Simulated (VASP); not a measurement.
Wanted: the native input for a VASP 6.6.1 run.

| Quantity | Value |
| --- | --- |
| Task | single point |
| Functional | PBEsol |
| Potentials or basis | VASP PAW PBE potentials, release 64 (Rh_pv) |
| Cutoff | 520 eV |
| k mesh | 18 × 18 × 10 |
| Occupations | gaussian, width 0.1 eV |
| Spin | no spin polarisation |
| Dipole correction | no |
| Further INCAR settings | ALGO = Fast; EDIFF = 1e-07; NBANDS = 22 |

The structure of Rh lies in POSCAR:

```
Rh
1.0
    2.7787087508      0.0000000000      0.0000000000
   -1.3893543754      2.4064323679      0.0000000000
    0.0000000000      0.0000000000      4.4585392667
Rh
2
Direct
    0.6666666667      0.3333333333      0.7500000000
    0.3333333333      0.6666666667      0.2500000000
```

This cell differs from its parent crystal: volume scaled by 1.10, then relaxed in part.

These files were run (other wordings do the same):

INCAR

```
SYSTEM = Rh
PREC     = Accurate       ! precision mode
ENCUT    = 520            ! plane-wave cutoff, eV
EDIFF    = 1E-7           ! SCF threshold, eV
ISMEAR   = 0              ! smearing method
SIGMA    = 0.1            ! smearing width, eV
LREAL    = .False.        ! projectors in reciprocal space
LASPH    = .True.         ! aspherical terms in the spheres
NELM     = 60             ! most SCF steps
ALGO     = Fast           ! electronic algorithm
ISIF     = 2              ! what is computed and relaxed
LWAVE    = .False.        ! write WAVECAR
LCHARG   = .True.         ! write CHGCAR
GGA      = PS             ! functional
LELF     = .True.         ! ELF
LVHAR    = .True.       
NBANDS   = 22             ! bands
```

KPOINTS

```
regular mesh
0
Gamma
  18 18 10
  0 0 0
```

Potentials or basis: VASP PAW PBE potentials, release 64 (Rh_pv).

Run with:

```console
$ cat potpaw_PBE.64/Rh_pv/POTCAR > POTCAR
$ mpirun -np 1 vasp_std > vasp.out
```

It gave:

* Pressure: -21.8 GPa
* Band gap on the k mesh: zero (band 15 reaches 10.98 eV, above the bottom of band 16 at 8.84 eV)

Caveat: the PAW data sets were made with another functional, which shifts forces and pressure a little.

Run time: 58 s on 1 thread of Intel(R) Xeon(R) 6975P-C (Granite Rapids) (shared host), peak memory 0.23 GiB.
